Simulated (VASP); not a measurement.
Input of a VASP 6.6.1 run:

Contents of INCAR:

```
PREC = Accurate
ENCUT = 520
EDIFF = 1E-6
ISMEAR = -1
SIGMA = 0.05
LREAL = F
LASPH = T
NELM = 150
ALGO = Normal
ISIF = 2
LWAVE = F
LCHARG = F
ISPIN = 2
MAGMOM = 2 0
LORBIT = 11
LMAXMIX = 4
GGA = CA
NBANDS = 22
```

Contents of KPOINTS:

```
Automatic mesh
0
Gamma
  14 14 8
```

POSCAR

```
CoMo
1.0
    2.8477890811      0.0000000000      0.0000000000
   -1.4238945405      2.4662576888      0.0000000000
    0.0000000000      0.0000000000      4.4209203655
Co Mo
1 1
Direct
    0.6666666667      0.3333333333      0.5000000000
    0.3333333333      0.6666666667      0.0000000000
```

Potentials or basis: VASP PAW LDA potentials, release 64 (Co, Mo_sv).

Command:

```console
$ cat potpaw_LDA.64/Co/POTCAR potpaw_LDA.64/Mo_sv/POTCAR > POTCAR
$ mpirun -np 1 vasp_std > vasp.out
```

Q: What does it give for the pressure?

A: -37.3 GPa.

Q: Predict the site moments.

A: Co +0.67; Mo -0.08 μB.

Q: Estimate the net moment.

A: 0.57 μB per cell.

Stress tensor (GPa, compression positive):
```
-37.52   0.00   0.00
  0.00 -37.52   0.00
  0.00   0.00 -36.85
```

Caveat: the cell stands under tension.
